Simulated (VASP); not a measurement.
Wanted: the native input for a VASP 6.6.1 run.

```yaml
Task: single point
Functional: PBE
Potentials_or_basis: VASP PAW PBE potentials, release 64 (Na_pv, I)
Cutoff: 500 eV
k_mesh: 5 × 5 × 5
Occupations: fermi-dirac, width 0.1 eV
Spin: no spin polarisation
Dipole_correction: no
Further_INCAR_settings: ALGO = Normal; EDIFF = 1e-06; NBANDS = 14; ISYM = 0
```

The structure of NaI lies in POSCAR:

```
NaI
1.0
    0.0000000000      3.2653730000      3.2653730000
    3.2653730000      0.0000000000      3.2653730000
    3.2653730000      3.2653730000      0.0000000000
Na I
1 1
Direct
    0.0000000000      0.0000000000      0.0000000000
    0.5000000000      0.5000000000      0.5000000000
```

These files were run (other wordings do the same):

INCAR

```
ALGO = Normal ; EDIFF = 1E-6
ENCUT = 500 ; GGA = PE
GGA_COMPAT = F ; ISIF = 2
ISMEAR = -1 ; ISYM = 0
LASPH = T ; LCHARG = F
LREAL = F ; LWAVE = F
NBANDS = 14 ; NELM = 120
PREC = Accurate ; SIGMA = 0.1
```

KPOINTS

```
k-points
0
Gamma
  5 5 5
```

Potentials or basis: VASP PAW PBE potentials, release 64 (Na_pv, I).

Command:

```sh
$ cat potpaw_PBE.64/Na_pv/POTCAR potpaw_PBE.64/I/POTCAR > POTCAR
$ mpirun -np 1 vasp_std > vasp.out
```

It gave:

The pressure is 0.0 GPa. The band gap on the k mesh is 3.57 eV, direct.

Caveat: spin-orbit coupling is left out, which moves the levels of the heavy elements.

Run time: 63 s on 1 thread of Intel Xeon 8259CL (shared host), peak memory 0.23 GiB.
